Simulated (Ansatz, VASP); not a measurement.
# CaB6 in VASP and in Ansatz

File INCAR:

```
PREC = Accurate ; ENCUT = 520
EDIFF = 1E-6 ; ISMEAR = 0
SIGMA = 0.1 ; LREAL = F
LASPH = T ; NELM = 100
ALGO = Normal ; ISIF = 2
LWAVE = F ; LCHARG = F
GGA = PS ; NBANDS = 23
```

Contents of KPOINTS:

```
regular mesh
0
Gamma
  4 4 4
```

The input POSCAR:

```
CaB6
1.0
    4.1450000000      0.0000000000      0.0000000000
    0.0000000000      4.1450000000      0.0000000000
    0.0000000000      0.0000000000      4.1450000000
Ca B
1 6
Direct
    0.5000000000      0.5000000000      0.5000000000
    0.0000000000      0.0000000000      0.2930000000
    0.0000000000      0.0000000000      0.7070000000
    0.2930000000      0.0000000000      0.0000000000
    0.7070000000      0.0000000000      0.0000000000
    0.0000000000      0.2930000000      0.0000000000
    0.0000000000      0.7070000000      0.0000000000
```

Input for Ansatz:

```yaml
crystal:
  lattice:
    - [4.145, 0.0, 0.0]
    - [0.0, 4.145, 0.0]
    - [0.0, 0.0, 4.145]
  atoms:
    - { symbol: Ca, position: [0.5, 0.5, 0.5] }
    - { symbol: B, position: [0.0, 0.0, 0.293] }
    - { symbol: B, position: [0.0, 0.0, 0.707] }
    - { symbol: B, position: [0.293, 0.0, 0.0] }
    - { symbol: B, position: [0.707, 0.0, 0.0] }
    - { symbol: B, position: [0.0, 0.293, 0.0] }
    - { symbol: B, position: [0.0, 0.707, 0.0] }
basis:
  ecutwfc: 420
kpoints:
  mp_grid: { grid: [4, 4, 4] }
hamiltonian:
  xc: pbesol
scf:
  occupations: { method: gaussian, width: 0.1 }
output:
  forces: true
  stress: true
  eigenvalues: true
```

Alike in both runs: task single point; functional PBEsol; k mesh 4 × 4 × 4; occupations gaussian, width 0.1 eV; no spin polarisation.

```csv
,VASP,Ansatz
version,VASP 6.6.1,Ansatz 0.2.0
potentials or method,"VASP PAW PBE potentials, release 64 (Ca_sv, B), cutoff 520 eV","scalar-relativistic, plane waves, PAW"
valence electrons in the cell,28,28
```

|  | VASP | Ansatz | Ansatz less VASP |
| --- | --- | --- | --- |
| gap on the k mesh at the Fermi level (eV) | 0.12 | 0.12 | +0.003 |
| least direct gap on the mesh (eV) | 0.12 | 0.12 | +0.003 |
| pressure (GPa) | 0.3 | -0.1 | -0.33 |
| rms of the force components (eV/Å) | 0.739 | 0.714 | -0.0255 |

VASP's potentials were made for PBE, not for PBEsol. Atom by atom the forces differ by 0.026 eV/Å (rms over components). With one functional, cell and mesh, what is left measures potentials, basis and numerics.
